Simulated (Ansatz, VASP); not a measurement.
## TaC: VASP beside Ansatz

```xyz
14
Lattice="3.1393 0.0000 0.0000 0.0000 4.4396 0.0000 0.0000 0.0000 24.4179" Properties=species:S:1:pos:R:3 pbc="T T T"
Ta    1.5697    2.2198    7.6798
Ta    0.0000    0.0000    9.0017
Ta    1.5697    2.2198   10.6206
Ta    0.0000    0.0000   12.2090
Ta    1.5697    2.2198   13.7973
Ta    0.0000    0.0000   15.4162
Ta    1.5697    2.2198   16.7381
C     1.5697    0.0000    7.4854
C     0.0000    2.2198    9.0524
C     1.5697    0.0000   10.6468
C     0.0000    2.2198   12.2090
C     1.5697    0.0000   13.7711
C     0.0000    2.2198   15.3655
C     1.5697    0.0000   16.9325
```

Alike in both runs: functional PBEsol; k mesh 11 × 8 × 1; occupations gaussian, width 0.1 eV; no spin polarisation.

Ansatz relaxed the structure, and its values are those at the end. VASP's run is a single point on that final structure, the one shown.

|  | VASP | Ansatz |
| --- | --- | --- |
| version | VASP 6.6.1 | Ansatz 0.2.0 |
| potentials or method | VASP PAW PBE potentials, release 64 (Ta_pv, C), cutoff 520 eV | scalar-relativistic, plane waves, PAW |
| valence electrons in the cell | 105 | 119 |

Ansatz gave:

* gap on the k mesh at the Fermi level (eV): none
* rms of the force components (eV/Å): 0.002
* work function, face that differs most (eV): 4.17

Task: Estimate VASP's values.

Result: gap on the k mesh at the Fermi level (eV): none; rms of the force components (eV/Å): 0.013; work function, face that differs most (eV): 4.17.

VASP's potentials were made for PBE, not for PBEsol. A gap of «none» marks a metal or a gap that the smearing closes. The functional is the same, so the differences come from potentials, cutoffs and numerics. VASP's potentials hold 105 valence electrons a cell and Ansatz's 119, so a difference there can come from the potentials and not from the codes. Ansatz's warnings: xc potential rough in thin density.

Neither program's run includes spin-orbit coupling.
